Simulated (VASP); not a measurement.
# AlN (P6_3mc) in VASP: notebook

The runs below take AlN through single point, with PBEsol.

Everything below comes from runs of VASP 6.6.1. Logs are shortened: lines on timing, memory, paths and dates and some standing lists are left out, and cuts for length are marked.

## (1) The cell of the first run

It takes space group P6_3mc (No. 186, hexagonal). Conventional cell: a = 3.018 Å, b = 3.018 Å, c = 5.053 Å, α = 90.00°, β = 90.00°, γ = 120.00°. Al (site symmetry 3m) has 4 N at 1.84 to 1.95 Å within 2.4 Å. N (site symmetry 3m) has 4 Al at 1.84 to 1.95 Å within 2.4 Å.

## (2) Single point, PBEsol (strain -0.030 along x and y, +0.015 along z)

Contents of INCAR:

```
SYSTEM = AlN
PREC     = Accurate       ! precision mode
ENCUT    = 520            ! plane-wave cutoff, eV
EDIFF    = 1E-7           ! SCF threshold, eV
ISMEAR   = 0              ! smearing method
SIGMA    = 0.05           ! smearing width, eV
LREAL    = .False.        ! projectors in reciprocal space
LASPH    = .True.         ! aspherical terms in the spheres
NELM     = 80             ! most SCF steps
ALGO     = Normal         ! electronic algorithm
ISIF     = 2              ! what is computed and relaxed
LWAVE    = .False.        ! write WAVECAR
LCHARG   = .False.        ! write CHGCAR
GGA      = PS             ! functional
NBANDS   = 16             ! bands
```

Contents of KPOINTS:

```
regular mesh
0
Gamma
  9 9 6
  0 0 0
```

Contents of POSCAR:

```
AlN
1.0
    3.0176720870      0.0000000000      0.0000000000
   -1.5088360435      2.6133806877      0.0000000000
    0.0000000000      0.0000000000      5.0526700000
Al N
2 2
Direct
    0.3333333333      0.6666666667      0.0000000000
    0.6666666667      0.3333333333      0.5000000000
    0.3333333333      0.6666666667      0.3850000000
    0.6666666667      0.3333333333      0.8850000000
```

Potentials or basis: VASP PAW PBE potentials, release 64 (Al, N).

Command:

```bash
$ cat potpaw_PBE.64/Al/POTCAR potpaw_PBE.64/N/POTCAR > POTCAR
$ mpirun -np 1 vasp_std > vasp.out
```

OUTCAR:

```text
SYSTEM = AlN
   PREC = Accurate
   ENCUT = 520
   EDIFF = 1E-7
   ISMEAR = 0
   LREAL = .False.
   LASPH = .True.
   NELM = 80
   ISIF = 2
   GGA = PS

 ion  position               nearest neighbor table
   1  0.333  0.667  0.000-   4 1.84   4 1.84   4 1.84   3 1.95   2 3.07   2 3.07   2 3.07   2 3.07
                             2 3.07   2 3.07
   2  0.667  0.333  0.500-   3 1.84   3 1.84   3 1.84   4 1.95   1 3.07   1 3.07   1 3.07   1 3.07
                             1 3.07   1 3.07
   3  0.333  0.667  0.385-   2 1.84   2 1.84   2 1.84   1 1.95
   4  0.667  0.333  0.885-   1 1.84   1 1.84   1 1.84   2 1.95

  LATTYP: Found a hexagonal cell.
 ALAT       =     3.0176720870
 C/A-ratio  =     1.6743601870

  Lattice vectors:

 A1 = (   3.0176720870,   0.0000000000,   0.0000000000)
 A2 = (  -1.5088360435,   2.6133806877,   0.0000000000)
 A3 = (   0.0000000000,   0.0000000000,   5.0526700000)

Analysis of symmetry for initial positions (statically):
=====================================================================
 Subroutine PRICEL returns:
 Original cell was already a primitive cell.

 Routine SETGRP: Setting up the symmetry group for a
 hexagonal supercell.

 Subroutine GETGRP returns: Found 12 space group operations
 (whereof  6 operations were pure point group operations)
 out of a pool of 24 trial point group operations.

The static configuration has the point symmetry C_3v.
 The point group associated with its full space group is C_6v.

Analysis of symmetry for dynamics (positions and initial velocities):
=====================================================================
 Subroutine PRICEL returns:
 Original cell was already a primitive cell.

 Routine SETGRP: Setting up the symmetry group for a
 hexagonal supercell.

 Subroutine GETGRP returns: Found 12 space group operations
 (whereof  6 operations were pure point group operations)
 out of a pool of 24 trial point group operations.

The dynamic configuration has the point symmetry C_3v.
 The point group associated with its full space group is C_6v.

 Subroutine INISYM returns: Found 12 space group operations
 (whereof  6 operations are pure point group operations),
 and found     1 'primitive' translations

----------------------------------------------------------------------------------------

                                     Primitive cell

  volume of cell :      39.8470

  direct lattice vectors                    reciprocal lattice vectors
     3.017672087  0.000000000  0.000000000     0.331381267  0.191323064  0.000000000
    -1.508836043  2.613380688  0.000000000     0.000000000  0.382646128  0.000000000
     0.000000000  0.000000000  5.052670000     0.000000000  0.000000000  0.197915162

  length of vectors
     3.017672087  3.017672087  5.052670000     0.382646128  0.382646128  0.197915162

  position of ions in fractional coordinates (direct lattice)
     0.333333333  0.666666667  0.000000000
     0.666666667  0.333333333  0.500000000
     0.333333333  0.666666667  0.385000000
     0.666666667  0.333333333  0.885000000

  ion indices of the primitive-cell ions
   primitive index   ion index
                 1           1
                 2           2
                 3           3
                 4           4

----------------------------------------------------------------------------------------

 KPOINTS: regular mesh

Automatic generation of k-mesh.
 Grid dimensions read from file:
 generate k-points for:    9    9    6

 Generating k-lattice:

  Cartesian coordinates                     Fractional coordinates (reciprocal lattice)
     0.036820141  0.021258118  0.000000000     0.111111111  0.000000000  0.000000000
     0.000000000  0.042516236  0.000000000     0.000000000  0.111111111  0.000000000
     0.000000000  0.000000000  0.032985860     0.000000000  0.000000000  0.166666667

  Length of vectors
     0.042516236  0.042516236  0.032985860

  Shift w.r.t. Gamma in fractional coordinates (k-lattice)
     0.000000000  0.000000000  0.000000000

 Subroutine IBZKPT returns following result:
 ===========================================

 Found     48 irreducible k-points:

 Following reciprocal coordinates:
            Coordinates               Weight
  0.000000  0.000000  0.000000      1.000000
  0.111111  0.000000  0.000000      6.000000
  0.222222  0.000000  0.000000      6.000000
  0.333333  0.000000  0.000000      6.000000
  0.444444  0.000000  0.000000      6.000000
  0.111111  0.111111  0.000000      6.000000
[... 16 lines left out ...]
  0.333333  0.222222  0.166667     24.000000
  0.333333  0.333333  0.166667      4.000000
 [... further k-points ...]
   k-points           NKPTS =     48   k-points in BZ     NKDIM =     48   number of bands    NBANDS=     16
   number of dos      NEDOS =    301   number of ions     NIONS =      4
   total plane-waves  NPLWV =  23040
   dimension x,y,z NGX =    24 NGY =   24 NGZ =   40
   dimension x,y,z NGXF=    48 NGYF=   48 NGZF=   80
   ions per type =               2   2
   NGX,Y,Z   is equivalent  to a cutoff of  13.22, 13.22, 13.16 a.u.
   NGXF,Y,Z  is equivalent  to a cutoff of  26.44, 26.44, 26.32 a.u.
 SYSTEM =  AlN
   PREC   = accura    normal or accurate (medium, high low for compatibility)
   ISTART =      0    job   : 0-new  1-cont  2-samecut
   ICHARG =      2    charge: 1-file 2-atom 10-const
   ISPIN  =      1    spin polarized calculation?
   LNONCOLLINEAR =      F non collinear calculations
   LSORBIT =      F    spin-orbit coupling
   LASPH  =      T    aspherical Exc in radial PAW
   ENCUT  =  520.0 eV  38.22 Ry    6.18 a.u.   5.61  5.61  9.39*2*pi/ulx,y,z
   NELM   =     80;   NELMIN=  2; NELMDL= -5     # of ELM steps
   EDIFF  = 0.1E-06   stopping-criterion for ELM
   LREAL  =      F    real-space projection
   EDIFFG = 0.1E-05   stopping-criterion for IOM
   NSW    =      0    number of steps for IOM
   IBRION =     -1    ionic relax: 0-MD 1-quasi-New 2-CG
   NFREE  =      0    steps in history (QN), initial steepest desc. (CG)
   ISIF   =      2    stress and relaxation
   ISYM   =      2    0-nonsym 1-usesym 2-fastsym
   POTIM  = 0.5000    time-step for ionic-motion
   TEBEG  =    0.0;   TEEND  =   0.0 temperature during run
   PSTRESS=    0.0 pullay stress
   NELECT =      16.0000    total number of electrons
   NUPDOWN=      -1.0000    fix difference up-down
   EMIN   =  10.00;   EMAX   =-10.00  energy-range for DOS
   EFERMI =   0.00;   METHOD = LEGACY
   ISMEAR =     0;   SIGMA  =   0.05  broadening in eV -4-tet -1-fermi 0-gaus
   EFERMI_NEDOS =   21; number of points for ismear=-14 and -15
   IALGO  =     38    algorithm
   IMIX   =      4    mixing-type and parameters
     AMIX     =   0.40;   BMIX     =  1.00
     AMIX_MAG =   1.60;   BMIX_MAG =  1.00
  volume/ion in A,a.u.               =       9.96        67.23
  Fermi-wavevector in a.u.,A,eV,Ry     =   1.207766  2.282348 19.846814  1.458700
  Thomas-Fermi vector in A             =   2.343394
   LORBIT       =      0    0 simple, 1 ext, 2 COOP (PROOUT), +10 PAW based schemes
   GGA     = PS    functional components
   LHFCALC =     F    Hartree Fock is set to
   AEXX    =    0.0000 exact exchange contribution
   IVDW    =     0    specifies the selected vdW correction
   LEPSILON=     F    determine dielectric tensor
   LRPA    =     F    only Hartree local field effects (RPA)
 non-spin polarized calculation
 Gauss-broadening in eV      SIGMA  =   0.05
  energy-cutoff  :      520.00
  volume of cell :       39.85
 maximum number of plane-waves:      1099
 NGX is ok and might be reduce to    24
   NGX = 11   NGY = 11   NGZ = 19

 number of electron      16.0000001 magnetization

 Free energy of the ion-electron system (eV)
  ---------------------------------------------------
  ext. energy  EPLUGINS =         0.00000000
  ---------------------------------------------------
  free energy    TOTEN  =       -31.14433178 eV

  energy without entropy =      -31.14433178  energy(sigma->0) =      -31.14433178

 E-fermi :   6.6373     XC(G=0): -11.3138

 val. band max:        6.3940981522   @ k =   0.0000   0.0000   0.0000
 cond. band min:      10.9859804320   @ k =   0.0000   0.0000   0.0000
 fundamental gap:      4.5918822799
 Fermi energy:         6.6372824707

 k-point     1 :       0.0000    0.0000    0.0000
  band No.  band energies     occupation
      1      -8.9375      2.00000
      2      -6.8119      2.00000
      3       0.1448      2.00000
      4       5.7854      2.00000
      5       5.7854      2.00000
      6       6.3280      2.00000
[... 8 lines left out ...]
     15      20.2361      0.00000
     16      20.2361      0.00000

 k-point     2 :       0.1111    0.0000    0.0000
  band No.  band energies     occupation
      1      -8.7636      2.00000
      2      -6.7017      2.00000
      3       0.3489      2.00000
      4       5.0358      2.00000
      5       5.5808      2.00000
      6       5.6285      2.00000
[... 8 lines left out ...]
     15      19.8667      0.00000
     16      20.2207      0.00000

 k-point     3 :       0.2222    0.0000    0.0000
  band No.  band energies     occupation
      1      -8.2687      2.00000
      2      -6.4171      2.00000
      3       0.9429      2.00000
      4       3.4221      2.00000
      5       4.2865      2.00000
      6       5.1616      2.00000
[... 8 lines left out ...]
     15      19.1775      0.00000
     16      20.1119      0.00000

 k-point     4 :       0.3333    0.0000    0.0000
  band No.  band energies     occupation
      1      -7.5515      2.00000
      2      -6.1132      2.00000
      3       1.8500      2.00000
      4       1.8641      2.00000
      5       2.9856      2.00000
      6       4.7705      2.00000
[... 8 lines left out ...]
     15      18.6929      0.00000
     16      21.5896      0.00000
[... 324 lines left out ...]
 k-point    22 :       0.2222    0.2222    0.1667
  band No.  band energies     occupation
      1      -7.1051      2.00000
      2      -6.0855      2.00000
      3       1.7998      2.00000
      4       1.9895      2.00000
      5       3.2232      2.00000
      6       3.8465      2.00000
[... 8 lines left out ...]
     15      19.0195      0.00000
     16      21.9328      0.00000

 k-point    23 :       0.3333    0.2222    0.1667
  band No.  band energies     occupation
      1      -6.5219      2.00000
      2      -6.0214      2.00000
      3       1.3044      2.00000
      4       2.0342      2.00000
      5       2.9477      2.00000
      6       3.8874      2.00000
[... 8 lines left out ...]
     15      19.6074      0.00000
     16      21.8250      0.00000

 k-point    24 :       0.3333    0.3333    0.1667
  band No.  band energies     occupation
      1      -6.1562      2.00000
      2      -6.1562      2.00000
      3       1.5793      2.00000
      4       2.2593      2.00000
      5       2.2593      2.00000
      6       3.4846      2.00000
[... 8 lines left out ...]
     15      19.8280      0.00000
     16      22.4277      0.00000

 [... further k-points ...]

------------------------ aborting loop because EDIFF is reached ----------------------------------------

  FORCE on cell =-STRESS in cart. coord.  units (eV):
  Direction    XX          YY          ZZ          XY          YZ          ZX
  --------------------------------------------------------------------------------------
  -------------------------------------------------------------------------------------
  Total        4.9610952      4.9610952     -0.7676843      0.0000000      0.0000000      0.0000000
  in kB      199.4768413    199.4768413    -30.8672250      0.0000000      0.0000000      0.0000000
  external PRESSURE =     122.6954859 kB  Pullay stress =       0.0000000 kB

 VOLUME and BASIS-vectors are now :
 -----------------------------------------------------------------------------
  energy-cutoff  :      520.00
  volume of cell :       39.85
      direct lattice vectors                 reciprocal lattice vectors
     3.017672087  0.000000000  0.000000000     0.331381267  0.191323064  0.000000000
    -1.508836043  2.613380688  0.000000000     0.000000000  0.382646128  0.000000000
     0.000000000  0.000000000  5.052670000     0.000000000  0.000000000  0.197915162

 POSITION                                       TOTAL-FORCE (eV/Angst)
 -----------------------------------------------------------------------------------
     -0.00000      1.74225      0.00000        -0.000000      0.000000      0.734714
      1.50884      0.87113      2.52633         0.000000     -0.000000      0.734714
     -0.00000      1.74225      1.94528        -0.000000     -0.000000     -0.734714
      1.50884      0.87113      4.47161         0.000000      0.000000     -0.734714
 -----------------------------------------------------------------------------------
    total drift:                                0.000000      0.000000      0.000593

  FREE ENERGIE OF THE ION-ELECTRON SYSTEM (eV)
  ---------------------------------------------------
  free  energy   TOTEN  =       -31.1443317755 eV

  energy  without entropy=      -31.1443317755  energy(sigma->0) =      -31.14433178
```

Run time: 37 s. Hardware: 1 thread of Intel Xeon 8259CL, shared host; peak memory 0.17 GiB.

Results:

| Property | Result |
| --- | --- |
| Free energy | -31.1443 eV |
| Pressure | 12.3 GPa |
| Largest force | 0.735 eV/Å |
| Band gap on the k mesh | 4.59 eV |

Forces on the atoms (eV/Å):
```
Al   0.000  0.000  0.735
Al   0.000  0.000  0.735
N    0.000  0.000 -0.735
N    0.000  0.000 -0.735
```

Levels at points of the mesh, in eV from the valence-band top:
```tsv
k point	band 6	band 7	band 8	band 9	band 10	band 11
(0.00, 0.00, 0.00)	-0.07	-0.07	0.00	4.59	7.58	10.83
(0.00, 0.00, 0.50)	-0.34	-0.34	-0.34	7.12	7.12	10.56
```

Caveat: the cell differs from its parent crystal (strain -0.030 along x and y, +0.015 along z); the cell stands under pressure; the PAW data sets were made with another functional, which shifts forces and pressure a little; an odd mesh through Γ misses points on the zone boundary, where band edges can lie.

[end of part 1 of 2]
